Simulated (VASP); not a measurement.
Input of a VASP 6.6.1 run:

INCAR

```
SYSTEM = Ga
  ALGO = Fast
  EDIFF = 1E-7
  ENCUT = 520
  GGA = PE
  ISIF = 2
  ISMEAR = -1
  LASPH = .True.
  LCHARG = .False.
  LREAL = .False.
  LWAVE = .False.
  NBANDS = 34
  NELM = 60
  PREC = Accurate
  SIGMA = 0.05
```

The input KPOINTS:

```
k-points
0
Gamma
  7 7 6
  0 0 0
```

The input POSCAR:

```
Ga
1.0
    2.2615000000     -3.8305000000      0.0000000000
    2.2615000000      3.8305000000      0.0000000000
    0.0000000000      0.0000000000      4.5240000000
Ga
4
Direct
    0.3451000000      0.6549000000      0.4190000000
    0.1549000000      0.8451000000      0.9190000000
    0.6549000000      0.3451000000      0.5810000000
    0.8451000000      0.1549000000      0.0810000000
```

Potentials or basis: VASP PAW PBE potentials, release 64 (Ga_d).

Command:

```bash
$ cat potpaw_PBE.64/Ga_d/POTCAR > POTCAR
$ mpirun -np 1 vasp_std > vasp.out
```

Predict the pressure.

2.0 GPa.

Predict the band gap on the k mesh.

zero (bands 26 and 27 overlap by 1.28 eV).

Predict the largest force.

0.103 eV/Å.

Stress tensor (GPa, compression positive):
```
1.11 0.00 0.00
0.00 2.69 0.00
0.00 0.00 2.21
```
